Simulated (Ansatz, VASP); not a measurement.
# One calculation of Pd, two programs

```
Pd
1.0
     0.00000    1.93752    1.93752
     1.93752    0.00000    1.93752
     1.93752    1.93752    0.00000
Pd
1
Direct
  0.00000 0.00000 0.00000
```

Alike in both runs: functional PBEsol; k mesh 18 × 18 × 18; occupations gaussian, width 0.1 eV; no spin polarisation.

Ansatz relaxed the structure, and its values are those at the end. VASP's run is a single point on that final structure, the one shown.

|  | VASP | Ansatz |
| --- | --- | --- |
| version | VASP 6.6.1 | Ansatz 0.2.0 |
| potentials or method | VASP PAW PBE potentials, release 64 (Pd), cutoff 520 eV | scalar-relativistic, plane waves, PAW |
| valence electrons in the cell | 10 | 18 |

```csv
,VASP,Ansatz,Ansatz less VASP
gap on the k mesh at the Fermi level (eV),none,none,-
pressure (GPa),-0.4,0.0,+0.35
```

VASP's potentials were made for PBE, not for PBEsol. A gap of «none» marks a metal or a gap that the smearing closes. The functional is the same, so the differences come from potentials, cutoffs and numerics. VASP's potentials hold 10 valence electrons a cell and Ansatz's 18, so a difference there can come from the potentials and not from the codes.
